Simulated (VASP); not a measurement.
# HPbNO4 (P2_1) in VASP: a series of runs

Runs on HPbNO4. Level: PBE. Tasks: single point.

All numbers are computed with VASP 6.6.1; they aren't measurements. Logs are shortened: lines on timing, memory, paths and dates and some standing lists are left out, and cuts for length are marked.

### Step 1. The cell of the first run

Symmetry: P2_1, No. 4, monoclinic system. Conventional cell: a = 5.948 Å, b = 3.785 Å, c = 5.965 Å, α = 90.00°, β = 96.63°, γ = 90.00°. Within 1.3 Å of H (site symmetry 1) lie 1 O at 0.99 Å. Pb (site symmetry 1) has 13 O at 2.30 to 3.94 Å and 4 H at 2.68 to 3.98 Å and 6 N at 3.11 to 3.98 Å and 6 Pb at 3.38 to 3.78 Å within 4.0 Å. N (site symmetry 1) has 3 O at 1.24 to 1.28 Å within 1.7 Å. Within 1.3 Å of O (site symmetry 1) lie 1 H at 0.99 Å. O (site symmetry 1) has 1 N at 1.25 Å within 1.7 Å. Within 1.7 Å of O (site symmetry 1) lie 1 N at 1.24 Å. O (site symmetry 1) has 1 N at 1.28 Å and 1 H at 1.59 Å within 1.7 Å.

### Step 2. Single point, PBE

Input file INCAR:

```
PREC = Accurate ; ENCUT = 520
EDIFF = 1E-6 ; ISMEAR = -1
SIGMA = 0.05 ; LREAL = F
LASPH = T ; NELM = 80
ALGO = Normal ; ISIF = 2
LWAVE = F ; LCHARG = T
GGA = PE ; LELF = T
LVHAR = T ; NBANDS = 57
```

Input file KPOINTS:

```
regular mesh
0
Gamma
  4 5 3
```

Input file POSCAR:

```
HPbNO4
1.0
    5.8636189801      0.0000000000      1.0012685901
    0.0000000000      3.7849844421      0.0000000000
   -1.6758748559      0.0000000000      5.7251023834
H Pb N O
2 2 2 8
Direct
    0.2993030058      0.0479063953      0.5180288982
    0.7006969942      0.5479063953      0.4819711018
    1.0500978471      0.5436893674      0.2356582959
   -0.0500978471      0.0436893674      0.7643417041
    0.4846796135      0.4076869714      0.7870809053
    0.5153203865      0.9076869714      0.2129190947
    0.1399893446      0.0427085880      0.4484858539
    0.2879707897      0.5258174725      0.7684882489
    0.6401362341      0.5445458988      0.9127976701
    0.5283205624      0.1371203065      0.6717078570
    0.8600106554      0.5427085880      0.5515141461
    0.7120292103      1.0258174725      0.2315117511
    0.3598637659      1.0445458988      0.0872023299
    0.4716794376      0.6371203065      0.3282921430
```

Potentials or basis: VASP PAW PBE potentials, release 64 (H, Pb_d, N, O).

Started as:

```bash
> cat potpaw_PBE.64/H/POTCAR potpaw_PBE.64/Pb_d/POTCAR potpaw_PBE.64/N/POTCAR potpaw_PBE.64/O/POTCAR > POTCAR
> mpirun -np 1 vasp_std > vasp.out
```

OUTCAR:

```text
PREC = Accurate
   ENCUT = 520
   EDIFF = 1E-6
   ISMEAR = -1
   LREAL = F
   LASPH = T
   NELM = 80
   ISIF = 2
   GGA = PE

 ion  position               nearest neighbor table
   1  0.299  0.048  0.518-   7 0.99
   2  0.701  0.548  0.482-  11 0.99
   3  0.050  0.544  0.236-   7 2.30  11 2.31   7 2.31  14 2.53  12 2.71  12 2.81  13 2.85  13 2.85
                             9 2.93   4 3.38   4 3.38   4 3.78   4 3.78
   4  0.950  0.044  0.764-  11 2.30   7 2.31  11 2.31  10 2.53   8 2.71   8 2.81   9 2.85   9 2.85
                            13 2.93   3 3.38   3 3.38   3 3.78   3 3.78
   5  0.485  0.408  0.787-   9 1.24   8 1.25  10 1.28
   6  0.515  0.908  0.213-  13 1.24  12 1.25  14 1.28
   7  0.140  0.043  0.448-   1 0.99   3 2.30   4 2.31   3 2.31
   8  0.288  0.526  0.768-   5 1.25   4 2.71   4 2.81
   9  0.640  0.545  0.913-   5 1.24   4 2.85   4 2.85   3 2.93
  10  0.528  0.137  0.672-   5 1.28   4 2.53
  11  0.860  0.543  0.552-   2 0.99   4 2.30   3 2.31   4 2.31
  12  0.712  0.026  0.232-   6 1.25   3 2.71   3 2.81
  13  0.360  0.045  0.087-   6 1.24   3 2.85   3 2.85   4 2.93
  14  0.472  0.637  0.328-   6 1.28   3 2.53

  LATTYP: Found a simple monoclinic cell.
 ALAT       =     5.9484927783
 B/A-ratio  =     0.6362930213
 C/A-ratio  =     1.0028332051
 COS(beta)  =    -0.1153824831

  Lattice vectors:

 A1 = (   5.8636189801,   0.0000000000,   1.0012685901)
 A2 = (   0.0000000000,   3.7849844421,   0.0000000000)
 A3 = (  -1.6758748559,   0.0000000000,   5.7251023834)

Analysis of symmetry for initial positions (statically):
=====================================================================
 Subroutine PRICEL returns:
 Original cell was already a primitive cell.

 Routine SETGRP: Setting up the symmetry group for a
 simple monoclinic supercell.

 Subroutine GETGRP returns: Found  2 space group operations
 (whereof  1 operations were pure point group operations)
 out of a pool of  4 trial point group operations.

The static configuration has the point symmetry C_1 .
 The point group associated with its full space group is C_2 .

Analysis of symmetry for dynamics (positions and initial velocities):
=====================================================================
 Subroutine PRICEL returns:
 Original cell was already a primitive cell.

 Routine SETGRP: Setting up the symmetry group for a
 simple monoclinic supercell.

 Subroutine GETGRP returns: Found  2 space group operations
 (whereof  1 operations were pure point group operations)
[... 138 lines left out ...]
   ISMEAR =    -1;   SIGMA  =   0.05  broadening in eV -4-tet -1-fermi 0-gaus
   EFERMI_NEDOS =   21; number of points for ismear=-14 and -15
   IALGO  =     38    algorithm
   IMIX   =      4    mixing-type and parameters
     AMIX     =   0.40;   BMIX     =  1.00
     AMIX_MAG =   1.60;   BMIX_MAG =  1.00
  volume/ion in A,a.u.               =       9.53        64.31
  Fermi-wavevector in a.u.,A,eV,Ry     =   1.425072  2.692996 27.631139  2.030831
  Thomas-Fermi vector in A             =   2.545496
   LORBIT       =      0    0 simple, 1 ext, 2 COOP (PROOUT), +10 PAW based schemes
   GGA     = PE    functional components
   LHFCALC =     F    Hartree Fock is set to
   AEXX    =    0.0000 exact exchange contribution
   IVDW    =     0    specifies the selected vdW correction
   LEPSILON=     F    determine dielectric tensor
   LRPA    =     F    only Hartree local field effects (RPA)
 non-spin polarized calculation
  energy-cutoff  :      520.00
  volume of cell :      133.41
 maximum number of plane-waves:      3606
 NGX is ok and might be reduce to    48
   NGX = 23   NGY = 15   NGZ = 23

 number of electron      88.0000032 magnetization

 Free energy of the ion-electron system (eV)
  ---------------------------------------------------
  ext. energy  EPLUGINS =         0.00000000
  ---------------------------------------------------
  free energy    TOTEN  =       -78.51362220 eV

  energy without entropy =      -78.51362220  energy(sigma->0) =      -78.51362220

 E-fermi :   6.1755     XC(G=0): -11.0884

 val. band max:        5.1719236303   @ k =   0.0000   0.0000   0.0000
 cond. band min:       7.2025242619   @ k =   0.5000   0.4000   0.3333
 fundamental gap:      2.0306006316
 Fermi energy:         6.1754526731

 k-point     1 :       0.0000    0.0000    0.0000
  band No.  band energies     occupation
      1     -22.1701      2.00000
      2     -21.8339      2.00000
      3     -16.6746      2.00000
      4     -16.5111      2.00000
      5     -16.2274      2.00000
      6     -16.0544      2.00000
[... 1228 lines left out ...]
     55      15.5518      0.00000
     56      15.8258      0.00000
 [bands above 56 left out]

------------------------ aborting loop because EDIFF is reached ----------------------------------------

  FORCE on cell =-STRESS in cart. coord.  units (eV):
  Direction    XX          YY          ZZ          XY          YZ          ZX
  --------------------------------------------------------------------------------------
  -------------------------------------------------------------------------------------
  Total       17.9204193     17.3068016     17.3466865      0.0000000      0.0000000      0.6558703
  in kB      215.2099714    207.8409119    208.3198973      0.0000000      0.0000000      7.8764806
  external PRESSURE =     210.4569269 kB  Pullay stress =       0.0000000 kB

 VOLUME and BASIS-vectors are now :
 -----------------------------------------------------------------------------
  energy-cutoff  :      520.00
  volume of cell :      133.41
      direct lattice vectors                 reciprocal lattice vectors
     5.863618980  0.000000000  1.001268590     0.162424298  0.000000000  0.047545490
     0.000000000  3.784984442  0.000000000     0.000000000  0.264201879  0.000000000
    -1.675874856  0.000000000  5.725102383    -0.028406540  0.000000000  0.166354090

 POSITION                                       TOTAL-FORCE (eV/Angst)
 -----------------------------------------------------------------------------------
      0.88685      0.18132      3.26545         0.096219     -0.001250      0.064942
      3.30090      2.07382      3.46092        -0.096219     -0.001250     -0.064942
     -0.10118      2.05786      1.39933        -0.005646     -0.007213     -0.035864
      4.28892      0.16536      5.32704         0.005646     -0.007213      0.035864
      1.52293      1.54309      4.99141        -0.017798     -0.081809     -0.067164
      2.66482      3.43558      1.73496         0.017798     -0.081809      0.067164
      0.06924      0.16165      2.70779        -0.061659     -0.002239     -0.050074
      0.40066      1.99021      4.68801        -0.396237      0.157697     -0.112098
      2.22378      2.06110      5.86681         0.285916      0.215812      0.359347
      1.97217      0.51900      4.37459         0.110150     -0.280999     -0.181721
      4.11851      2.05414      4.01858         0.061659     -0.002239      0.050074
      3.78708      0.09772      2.03836         0.396237      0.157697      0.112098
      1.96396      0.16861      0.85956        -0.285916      0.215812     -0.359347
      2.21557      2.41149      2.35178        -0.110150     -0.280999      0.181721
 -----------------------------------------------------------------------------------
    total drift:                               -0.000001      0.000507      0.000005

  FREE ENERGIE OF THE ION-ELECTRON SYSTEM (eV)
  ---------------------------------------------------
  free  energy   TOTEN  =       -78.5136222012 eV

  energy  without entropy=      -78.5136222008  energy(sigma->0) =      -78.51362220
```

OSZICAR:

```text
N       E                     dE             d eps       ncg     rms          rms(c)
DAV:   1     0.120876414767E+04    0.12088E+04   -0.43917E+04  2394   0.180E+03
DAV:   2     0.994984127882E+02   -0.11093E+04   -0.10429E+04  2674   0.521E+02
DAV:   3    -0.759735951311E+02   -0.17547E+03   -0.16951E+03  2724   0.221E+02
DAV:   4    -0.870931331873E+02   -0.11120E+02   -0.10983E+02  3100   0.590E+01
DAV:   5    -0.874846606903E+02   -0.39153E+00   -0.39084E+00  3276   0.109E+01    0.208E+01
DAV:   6    -0.784571530593E+02    0.90275E+01   -0.30393E+01  3556   0.352E+01    0.772E+00
DAV:   7    -0.786000519880E+02   -0.14290E+00   -0.46576E+00  2748   0.103E+01    0.502E+00
DAV:   8    -0.785421220438E+02    0.57930E-01   -0.80671E-01  3539   0.542E+00    0.178E+00
DAV:   9    -0.785112299139E+02    0.30892E-01   -0.11009E-01  3348   0.243E+00    0.538E-01
DAV:  10    -0.785137506403E+02   -0.25207E-02   -0.48016E-02  3012   0.108E+00    0.295E-01
DAV:  11    -0.785135024551E+02    0.24819E-03   -0.53540E-03  3148   0.506E-01    0.700E-02
DAV:  12    -0.785135915261E+02   -0.89071E-04   -0.53467E-04  2988   0.138E-01    0.315E-02
DAV:  13    -0.785136188277E+02   -0.27302E-04   -0.84374E-05  3268   0.521E-02    0.115E-02
DAV:  14    -0.785136212608E+02   -0.24331E-05   -0.95817E-06  2900   0.221E-02    0.503E-03
DAV:  15    -0.785136222012E+02   -0.94046E-06   -0.23131E-06  2148   0.956E-03
   1 F= -.78513622E+02 E0= -.78513622E+02  d E =-.446794E-09
```

stdout:

```text
POSCAR found type information on POSCAR H PbN O
 POSCAR found :  4 types and      14 ions
 scaLAPACK will be used
 LDA part: xc-table for (Slater+PW92), standard interpolation
 POSCAR, INCAR and KPOINTS ok, starting setup
 FFT: planning ... GRIDC
 FFT: planning ... GRID_SOFT
 FFT: planning ... GRID
 WAVECAR not read
 entering main loop
```

Run time: 2.7 min. Hardware: 1 thread of Intel Xeon Platinum 8375C at 2.90GHz (Ice Lake), shared host; peak memory 0.32 GiB.

Results:

| Item | Value |
| --- | --- |
| Free energy | -78.5136 eV |
| Pressure | 21.0 GPa |
| Largest force | 0.507 eV/Å |
| Band gap on the k mesh | 2.03 eV (least direct gap 2.33 eV) |

Forces in eV/Å, atoms in the order of the input:
```
H    0.096 -0.001  0.065
H   -0.096 -0.001 -0.065
Pb  -0.006 -0.007 -0.036
Pb   0.006 -0.007  0.036
N   -0.018 -0.082 -0.067
N    0.018 -0.082  0.067
O   -0.062 -0.002 -0.050
O   -0.396  0.158 -0.112
O    0.286  0.216  0.359
O    0.110 -0.281 -0.182
O    0.062 -0.002  0.050
O    0.396  0.158  0.112
O   -0.286  0.216 -0.359
O   -0.110 -0.281  0.182
```

Caveat: the standard files for N, O and F lose accuracy on very short bonds; the cell stands under pressure; spin-orbit coupling is left out, which moves the levels of the heavy elements; an odd mesh through Γ misses points on the zone boundary, where band edges can lie.

### Step 3. Single point, PBE

This run uses another cell than the first one, of 10.62 Å³/atom.

Input file INCAR:

```
ALGO = Normal
EDIFF = 1E-6
ENCUT = 520
GGA = PE
ISIF = 2
ISMEAR = -1
LASPH = True
LCHARG = False
LREAL = False
LWAVE = False
NBANDS = 57
NELM = 60
PREC = Accurate
SIGMA = 0.05
```

Input file KPOINTS:

```
k-points
0
Gamma
  4 5 3
```

Input file POSCAR:

```
HPbNO4
1.0
    5.9783474017      0.0000000000      0.9608101417
    0.0000000000      3.8919502735      0.0000000000
   -1.7810746110      0.0000000000      6.1035193996
H Pb N O
2 2 2 8
Direct
    0.2965678904      0.0543697643      0.5156813085
    0.7034321096      0.5543697643      0.4843186915
    1.0477258352      0.5498866667      0.2485961967
   -0.0477258352      0.0498866667      0.7514038033
    0.4873662957      0.4029203111      0.7893473727
    0.5126337043      0.9029203111      0.2106526273
    0.1397033331      0.0473928481      0.4495281568
    0.2924028769      0.5151742655      0.7754799082
    0.6417840794      0.5359199454      0.9080501269
    0.5287371901      0.1438111989      0.6760085909
    0.8602966669      0.5473928481      0.5504718432
    0.7075971231      1.0151742655      0.2245200918
    0.3582159206      1.0359199454      0.0919498731
    0.4712628099      0.6438111989      0.3239914091
```

Potentials or basis: VASP PAW PBE potentials, release 64 (H, Pb_d, N, O).

Started as:

```bash
> cat potpaw_PBE.64/H/POTCAR potpaw_PBE.64/Pb_d/POTCAR potpaw_PBE.64/N/POTCAR potpaw_PBE.64/O/POTCAR > POTCAR
> mpirun -np 1 vasp_std > vasp.out
```

Wall time 2.9 min (1 thread of Intel Xeon Platinum 8375C at 2.90GHz (Ice Lake), shared host); peak memory 0.33 GiB.

The run converged. Its results:

```yaml
Free_energy: -79.9055 eV
Pressure: 10.9 GPa
Largest_force: 0.482 eV/Å
Band_gap_on_the_k_mesh: 2.58 eV (least direct gap 2.85 eV)
```

Forces in eV/Å, atoms in the order of the input:
```
H    0.088  0.001  0.060
H   -0.088  0.001 -0.060
Pb  -0.009 -0.007 -0.018
Pb   0.009 -0.007  0.018
N   -0.029 -0.069 -0.071
N    0.029 -0.069  0.071
O   -0.063 -0.001 -0.047
O   -0.376  0.137 -0.093
O    0.278  0.198  0.341
O    0.111 -0.259 -0.175
O    0.063 -0.001  0.047
O    0.376  0.137  0.093
O   -0.278  0.198 -0.341
O   -0.111 -0.259  0.175
```

Stress tensor (GPa, compression positive):
```
11.38  0.00  0.68
 0.00 10.63  0.00
 0.68  0.00 10.70
```

Levels at points of the mesh, in eV from the valence-band top:
```csv
k point,band 41,band 42,band 43,band 44,band 45,band 46,band 47,band 48
"(0.00, 0.00, 0.00)",-1.49,-1.07,-0.98,0.00,2.85,2.95,4.27,5.32
"(0.50, 0.00, 0.00)",-1.52,-1.19,-0.98,-0.04,3.02,3.33,3.86,4.31
```

Caveat: the standard files for N, O and F lose accuracy on very short bonds; the cell stands under pressure; spin-orbit coupling is left out, which moves the levels of the heavy elements; an odd mesh through Γ misses points on the zone boundary, where band edges can lie.

### Step 4. Single point, PBE

This run uses another cell than the first one, of 12.22 Å³/atom.

Input file INCAR:

```
SYSTEM = HPbNO4
PREC = Accurate ; ENCUT = 520
EDIFF = 1E-6 ; ISMEAR = -1
SIGMA = 0.05 ; LREAL = .FALSE.
LASPH = .TRUE. ; NELM = 100
ALGO = Normal ; ISIF = 2
LWAVE = .FALSE. ; LCHARG = .FALSE.
GGA = PE ; NBANDS = 57
```

Input file KPOINTS:

```
Automatic mesh
0
G
  4 5 3
  0 0 0
```

Input file POSCAR:

```
HPbNO4
1.0
    6.2018430627      0.0000000000      0.2779867948
    0.0000000000      3.7726109414      0.0000000000
   -2.7111782358      0.0000000000      7.1876739612
H Pb N O
2 2 2 8
Direct
    0.3123396528      0.0670844074      0.5254632372
    0.6876603472      0.5670844074      0.4745367628
    0.9978564062      0.5575432889      0.2775965003
    0.0021435938      0.0575432889      0.7224034997
    0.5685554202      0.3944797669      0.8021518995
    0.4314445798      0.8944797669      0.1978481005
    0.1467211552      0.0558201808      0.4662474993
    0.3858241801      0.5015277094      0.8191741001
    0.7555474456      0.5203027342      0.8972183925
    0.5693597778      0.1527169125      0.6854655866
    0.8532788448      0.5558201808      0.5337525007
    0.6141758199      1.0015277094      0.1808258999
    0.2444525544      1.0203027342      0.1027816075
    0.4306402222      0.6527169125      0.3145344134
```

Started as:

```bash
> cat potpaw_PBE.64/H/POTCAR potpaw_PBE.64/Pb_d/POTCAR potpaw_PBE.64/N/POTCAR potpaw_PBE.64/O/POTCAR > POTCAR
> mpirun -np 1 vasp_std > vasp.out
```

It took 3 min on 1 thread of Intel Xeon Platinum 8375C at 2.90GHz (Ice Lake), shared host; peak memory 0.37 GiB.

It converged, with:

```
Free energy            : -80.8396 eV
Pressure               : 5.7 GPa
Largest force          : 0.429 eV/Å
Band gap on the k mesh : 2.92 eV (least direct gap 3.13 eV)
```

Forces on the atoms (eV/Å):
```
H    0.092  0.002  0.051
H   -0.092  0.002 -0.051
Pb  -0.006 -0.004 -0.022
Pb   0.006 -0.004  0.022
N    0.024 -0.031 -0.018
N   -0.024 -0.031  0.018
O   -0.065 -0.003 -0.041
O   -0.408  0.133  0.016
O    0.292  0.146  0.234
O    0.079 -0.243 -0.231
O    0.065 -0.003  0.041
O    0.408  0.133 -0.016
O   -0.292  0.146 -0.234
O   -0.079 -0.243  0.231
```

Stress tensor (GPa, compression positive):
```
6.37 0.00 0.29
0.00 5.38 0.00
0.29 0.00 5.41
```

Levels at points of the mesh, in eV from the valence-band top:
| k point | band 41 | band 42 | band 43 | band 44 | band 45 | band 46 | band 47 | band 48 |
| --- | --- | --- | --- | --- | --- | --- | --- | --- |
| (0.00, 0.00, 0.00) | -1.27 | -0.66 | -0.63 | -0.13 | 3.10 | 3.25 | 4.98 | 5.06 |
| (0.50, 0.00, 0.00) | -1.00 | -0.95 | -0.69 | 0.00 | 3.28 | 3.37 | 4.15 | 4.78 |

Caveat: the standard files for N, O and F lose accuracy on very short bonds; the cell stands under pressure; spin-orbit coupling is left out, which moves the levels of the heavy elements; an odd mesh through Γ misses points on the zone boundary, where band edges can lie.

### Step 5. The runs side by side

| cell | gap on the mesh (eV) | pressure (GPa) | largest force (eV/Å) |
| --- | --- | --- | --- |
| a = 5.948, b = 3.785, c = 5.965 Å, angles 90.0, 96.6, 90.0°, 14 atoms, atomic positions A | 2.03 | 21.0 | 0.51 |
| a = 6.055, b = 3.892, c = 6.358 Å, angles 90.0, 97.1, 90.0°, 14 atoms, atomic positions B | 2.58 | 10.9 | 0.48 |
| a = 6.208, b = 3.773, c = 7.682 Å, angles 90.0, 108.1, 90.0°, 14 atoms, atomic positions C | 2.92 | 5.7 | 0.43 |

Alike in all rows: task single point; level PBE; potentials or basis VASP PAW PBE potentials, release 64 (H, Pb_d, N, O); no spin polarisation; k mesh 4 × 5 × 3; cutoff (eV) 520; smearing fermi-dirac 0.05 eV.

Caveats: the standard files for N, O and F lose accuracy on very short bonds; the cell stands under pressure; spin-orbit coupling is left out, which moves the levels of the heavy elements; an odd mesh through Γ misses points on the zone boundary, where band edges can lie.

Absolute energies hang on the potentials; compare differences alone.
